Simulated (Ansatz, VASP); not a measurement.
**Two plane-wave programs on BaO**

```
Ba O
1.0
     0.00000    2.73036    2.73036
     2.73036    0.00000    2.73036
     2.73036    2.73036    0.00000
Ba O
1 1
Direct
  0.00000 0.00000 0.00000
  0.50000 0.50000 0.50000
```

Change from the starting cell: hydrostatic strain -1.5%.

Alike in both runs: task single point; functional HSE06; k mesh 6 × 6 × 6; no spin polarisation.

|  | VASP | Ansatz |
| --- | --- | --- |
| version | VASP 6.6.1 | Ansatz 0.2.0 |
| potentials or method | VASP PAW PBE potentials, release 64 (Ba_sv, O) | plane waves, PAW |
| plane-wave cutoff (eV) | 520 | 420 |
| occupations | gaussian, width 0.01 eV | fixed |
| valence electrons in the cell | 16 | 16 |

|  | VASP | Ansatz | Ansatz less VASP |
| --- | --- | --- | --- |
| gap on the k mesh at the Fermi level (eV) | 3.09 | 3.16 | +0.073 |
| pressure (GPa) | 5.1 | 3.2 | -1.92 |

Ansatz's warnings: stress exchange threshold loose, stress scf threshold loose.

Neither program's run includes spin-orbit coupling.
